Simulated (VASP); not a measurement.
Input of a VASP 6.6.1 run:

File POSCAR:

```
Sn
1.0
    4.6349415825     -0.0120508481      0.0000000000
   -2.3279071318      4.0200025795      0.0000000000
    0.0000000000      0.0000000000      7.6138918509
Sn
4
Direct
    0.3338339306      0.6666668404      0.0002491854
    0.6661660694      0.3333331596      0.5002491854
    0.3338339306      0.6666668404      0.3747508146
    0.6661660694      0.3333331596      0.8747508146
```

Contents of INCAR.step1:

```
SYSTEM = Sn
PREC = Accurate
ENCUT = 520
ISMEAR = -1
SIGMA = 0.02
LREAL = .FALSE.
LASPH = .TRUE.
NELM = 100
NBANDS = 36
GGA = PE
ALGO = Normal
EDIFF = 1E-4
LWAVE = .TRUE.
LCHARG = .FALSE.
```

Contents of INCAR.step2:

```
SYSTEM = Sn
PREC = Accurate
ENCUT = 520
EDIFF = 1E-7
ISMEAR = -1
SIGMA = 0.02
LREAL = .FALSE.
LASPH = .TRUE.
NELM = 100
ALGO = Normal
ISIF = 2
LWAVE = .FALSE.
LCHARG = .FALSE.
METAGGA = R2SCAN
LMIXTAU = .TRUE.
NBANDS = 36
ISTART = 1
```

File KPOINTS:

```
regular mesh
0
G
  6 6 4
  0 0 0
```

Potentials or basis: VASP PAW PBE potentials, release 64 (Sn_d).

The run is started by

```bash
$ cat potpaw_PBE.64/Sn_d/POTCAR > POTCAR
$ cp INCAR.step1 INCAR
$ mpirun -np 1 vasp_std > vasp.out
$ cp INCAR.step2 INCAR
$ mpirun -np 1 vasp_std > vasp.out
```

**Question.** Predict the pressure.

**Answer.** 0.0 GPa.

**Question.** Predict the band gap on the k mesh.

**Answer.** 0.13 eV, indirect (least direct gap 0.17 eV).

Stress tensor (GPa, compression positive):
```
-0.03  0.14  0.00
 0.14 -0.03  0.00
 0.00  0.00 -0.04
```

Caveat: the cell differs from its parent crystal (shear xy strain -0.5%); the PAW data sets were made with another functional, which shifts forces and pressure a little; spin-orbit coupling is left out, which moves the levels of the heavy elements. A k mesh can miss the band edges.
